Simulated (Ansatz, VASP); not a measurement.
**One calculation of Be2As, two programs**

```
CELL_PARAMETERS angstrom
1.79031 1.03363 3.54722
-1.79031 1.03363 3.54722
0.00000 -2.06727 3.54722
ATOMIC_POSITIONS crystal
Be 0.22334 0.22334 0.22334
Be 0.77666 0.77666 0.77666
As 0.00000 0.00000 0.00000
```

Alike in both runs: functional PBE; k mesh 6 × 6 × 6; occupations gaussian, width 0.1 eV; no spin polarisation.

Ansatz relaxed the structure, and its values are those at the end. VASP's run is a single point on that final structure, the one shown.

```csv
,VASP,Ansatz
version,VASP 6.6.1,Ansatz 0.2.0
potentials or method,"VASP PAW PBE potentials, release 64 (Be, As), cutoff 520 eV","scalar-relativistic, plane waves, PAW"
valence electrons in the cell,9,19
```

VASP gave:

* gap on the k mesh at the Fermi level (eV): none
* pressure (GPa): 0.3
* rms of the force components (eV/Å): 0.001

Problem. Estimate Ansatz's values.

Solution. gap on the k mesh at the Fermi level (eV): none; pressure (GPa): 0.1; rms of the force components (eV/Å): 0.005.

A gap of «none» marks a metal or a gap that the smearing closes. VASP's potentials hold 9 valence electrons a cell and Ansatz's 19, so a difference there can come from the potentials and not from the codes.
